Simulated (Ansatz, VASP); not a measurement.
One calculation of KCl, two programs

Contents of INCAR:

```
  ALGO = Normal
  EDIFF = 1E-6
  ENCUT = 500
  GGA_COMPAT = False
  ISIF = 2
  ISMEAR = 0
  LASPH = True
  LCHARG = True
  LELF = True
  LREAL = False
  LVHAR = True
  LWAVE = False
  NBANDS = 15
  NELM = 120
  PREC = Accurate
  SIGMA = 0.01
```

Contents of KPOINTS:

```
k-points
0
Gamma
  4 4 4
```

POSCAR

```
KCl
1.0
    0.0000000000      3.5072828304      3.5072828304
    3.5072828304      0.0000000000      3.5072828304
    3.5072828304      3.5072828304      0.0000000000
K Cl
1 1
Direct
    0.0000000000      0.0000000000      0.0000000000
    0.2500000000      0.2500000000      0.2500000000
```

Input for Ansatz:

```yaml
crystal:
  lattice:
    - [0.0, 3.5072828304, 3.5072828304]
    - [3.5072828304, 0.0, 3.5072828304]
    - [3.5072828304, 3.5072828304, 0.0]
  atoms:
    - { symbol: K, position: [0.0, 0.0, 0.0] }
    - { symbol: Cl, position: [0.25, 0.25, 0.25] }
kpoints:
  mp_grid: { grid: [4, 4, 4] }
hamiltonian:
  xc: lda
scf:
  occupations: { method: fixed }
output:
  optics:
    e_range: [0.5, 30]
    de: 0.1
    sigma: 0.25
    scissors: 1.0
    scheme: gaussian
    bands: { spectra_wanted_up_to: 30 }
    kdotp_interpolation: "off"
  write_density: true
  write_potential: true
  elf: true
  volumetric_format: npy
```

Alike in both runs: task single point; functional LDA; k mesh 4 × 4 × 4; no spin polarisation.

|  | VASP | Ansatz |
| --- | --- | --- |
| version | VASP 6.6.1 | Ansatz 0.2.0 |
| potentials or method | VASP PAW LDA potentials, release 64 (K_sv, Cl) | plane waves, PAW |
| plane-wave cutoff (eV) | 500 | 420 |
| occupations | gaussian, width 0.01 eV | fixed |
| valence electrons in the cell | 16 | 16 |

```csv
,VASP,Ansatz,Ansatz less VASP
gap on the k mesh at the Fermi level (eV),4.47,4.46,-0.004
```

LDA's correlation is that of Perdew and Zunger in VASP and of Perdew and Wang (1992) in Ansatz.
